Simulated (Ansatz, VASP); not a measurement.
AlN in VASP and in Ansatz

```
CELL_PARAMETERS angstrom
0.00000 2.02690 2.02690
2.02690 0.00000 2.02690
2.02690 2.02690 0.00000
ATOMIC_POSITIONS crystal
Al 0.00000 0.00000 0.00000
N 0.50000 0.50000 0.50000
```

Alike in both runs: task relaxation of cell and atoms; functional PBE; k mesh 10 × 10 × 10; occupations gaussian, width 0.02 eV; no spin polarisation.

|  | VASP | Ansatz |
| --- | --- | --- |
| version | VASP 6.6.1 | Ansatz 0.2.0 |
| potentials or method | VASP PAW PBE potentials, release 64 (Al, N), cutoff 600 eV | scalar-relativistic, plane waves, PAW |
| valence electrons in the cell | 8 | 8 |

```tsv
	VASP	Ansatz	Ansatz less VASP
gap on the k mesh at the Fermi level, each at its own relaxed structure (eV)	4.43	4.44	+0.010
relaxed volume (Å³/atom)	8.42	8.43	+0.011
relaxed cell length with the largest relative difference (Å)	2.877	2.878	+0.0012
```
